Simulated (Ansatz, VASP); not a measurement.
## One calculation of Ti3Al, two programs

```
Ti Al
1.0
     5.61594    0.00000    0.00000
    -2.80797    4.86355    0.00000
     0.00000    0.00000    4.56576
Ti Al
6 2
Cartesian
  2.8080 3.2128 1.1414
  -1.3783 4.0382 3.4243
  1.4296 0.8254 1.1414
  0.0000 1.6508 3.4243
  4.1863 0.8254 1.1414
  1.3783 4.0382 3.4243
  0.0000 3.2424 1.1414
  2.8080 1.6212 3.4243
```

Alike in both runs: functional LDA; k mesh 6 × 6 × 6; occupations gaussian, width 0.1 eV; no spin polarisation.

Ansatz relaxed the structure, and its values are those at the end. VASP's run is a single point on that final structure, the one shown.

```csv
,VASP,Ansatz
version,VASP 6.6.1,Ansatz 0.2.0
potentials or method,"VASP PAW LDA potentials, release 64 (Ti_sv, Al), cutoff 520 eV","scalar-relativistic, plane waves, PAW"
valence electrons in the cell,78,78
```

```csv
,VASP,Ansatz,Ansatz less VASP
gap on the k mesh at the Fermi level (eV),none,none,-
pressure (GPa),0.1,0.0,-0.11
rms of the force components (eV/Å),0.003,0.001,-0.0021
```

Ansatz warns that its potentials were made for another functional, while VASP's fit it. LDA's correlation is that of Perdew and Zunger in VASP and of Perdew and Wang (1992) in Ansatz. A gap of «none» marks a metal or a gap that the smearing closes.
